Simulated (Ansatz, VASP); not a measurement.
Two plane-wave programs on Cr2Re

The input INCAR:

```
SYSTEM = Cr2Re
PREC = Accurate ; ENCUT = 600
EDIFF = 1E-7 ; ISMEAR = 0
SIGMA = 0.1 ; LREAL = .False.
LASPH = .True. ; NELM = 100
ALGO = Fast ; ISIF = 3
LWAVE = .False. ; LCHARG = .False.
GGA = PE ; IBRION = 2
NSW = 100 ; EDIFFG = -0.01
```

File KPOINTS:

```
Automatic mesh
0
Gamma
  10 10 10
  0 0 0
```

Contents of POSCAR:

```
Cr2Re
1.0
    0.0000000000      3.3659288414      3.3659288414
    3.3659288414      0.0000000000      3.3659288414
    3.3659288414      3.3659288414      0.0000000000
Cr Re
4 2
Direct
    0.6250000000      0.6250000000      0.6250000000
    0.1250000000      0.6250000000      0.6250000000
    0.6250000000      0.6250000000      0.1250000000
    0.6250000000      0.1250000000      0.6250000000
    0.0000000000      0.0000000000      0.0000000000
    0.2500000000      0.2500000000      0.2500000000
```

Input for Ansatz:

```yaml
crystal:
  lattice:
    - [0.0, 3.3659288414, 3.3659288414]
    - [3.3659288414, 0.0, 3.3659288414]
    - [3.3659288414, 3.3659288414, 0.0]
  atoms:
    - { symbol: Cr, position: [0.625, 0.625, 0.625] }
    - { symbol: Cr, position: [0.125, 0.625, 0.625] }
    - { symbol: Cr, position: [0.625, 0.625, 0.125] }
    - { symbol: Cr, position: [0.625, 0.125, 0.625] }
    - { symbol: Re, position: [0.0, 0.0, 0.0] }
    - { symbol: Re, position: [0.25, 0.25, 0.25] }
basis:
  ecutwfc: 420
kpoints:
  mp_grid: { grid: [10, 10, 10] }
hamiltonian:
  xc: pbe
scf:
  occupations: { method: gaussian, width: 0.1 }
output:
  forces: true
  stress: true
  eigenvalues: true
  write_density: true
  write_potential: true
  elf: true
  volumetric_format: npy
relax:
  adjacent_minimum: "off"
  f_tol: 0.01
  max_steps: 80
  cell: { stress_tol: 0.05 }
```

Alike in both runs: task relaxation of cell and atoms; functional PBE; k mesh 10 × 10 × 10; occupations gaussian, width 0.1 eV; no spin polarisation.

|  | VASP | Ansatz |
| --- | --- | --- |
| version | VASP 6.6.1 | Ansatz 0.2.0 |
| potentials or method | VASP PAW PBE potentials, release 64 (Cr_pv, Re), cutoff 600 eV | scalar-relativistic, plane waves, PAW |
| valence electrons in the cell | 62 | 86 |

|  | VASP | Ansatz | Ansatz less VASP |
| --- | --- | --- | --- |
| gap on the k mesh at the Fermi level, each at its own relaxed structure (eV) | none | none | - |
| relaxed volume (Å³/atom) | 12.59 | 12.61 | +0.020 |
| relaxed length of the cell vector where the two differ most in proportion (Å) | 4.745 | 4.747 | +0.0025 |

A gap of «none» marks a metal or a gap that the smearing closes. VASP's potentials hold 62 valence electrons a cell and Ansatz's 86, so a difference there can come from the potentials and not from the codes.

Neither program's run includes spin-orbit coupling.
